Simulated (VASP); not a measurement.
Here is a VASP 6.6.1 calculation.

The input INCAR:

```
ALGO     = Normal         # electronic algorithm
EDIFF    = 1E-6           # SCF threshold, eV
ENCUT    = 520            # plane-wave cutoff, eV
GGA      = PE             # functional
ISIF     = 2              # what is computed and relaxed
ISMEAR   = 0              # smearing method
LASPH    = T              # aspherical terms in the spheres
LCHARG   = T              # write CHGCAR
LELF     = T              # ELF
LREAL    = F              # projectors in reciprocal space
LVHAR    = T            
LWAVE    = F              # write WAVECAR
NBANDS   = 12             # bands
NELM     = 100            # most SCF steps
PREC     = Accurate       # precision mode
SIGMA    = 0.1            # smearing width, eV
```

KPOINTS

```
k-points
0
Gamma
  6 6 6
```

File POSCAR:

```
P
1.0
    0.0000000000      2.3189809558      5.4814106291
    1.3383769554      0.0000000000      5.4814106291
    1.3383769554      2.3189809558      0.0000000000
P
2
Direct
    0.9000815192      0.9000815192      0.0999184808
    0.0999184808      0.0999184808      0.9000815192
```

Potentials or basis: VASP PAW PBE potentials, release 64 (P).

Run with:

```console
$ cat potpaw_PBE.64/P/POTCAR > POTCAR
$ mpirun -np 1 vasp_std > vasp.out
```

**Question.** Predict the pressure.

**Answer.** -0.1 GPa.

**Question.** Estimate the largest force.

**Answer.** 0.034 eV/Å.

**Question.** Predict the band gap on the k mesh.

**Answer.** Zero (bands 5 and 6 overlap by 8.47 eV).

Forces on the atoms (eV/Å):
```
P    0.000  0.000  0.034
P    0.000  0.000 -0.034
```

Caveat: the k points lie up to 0.46 Å⁻¹ apart, too coarse for converged energies and pressures of a metal; this functional lacks dispersion, which holds the molecules together, so the pressure and a relaxed volume are unreliable.
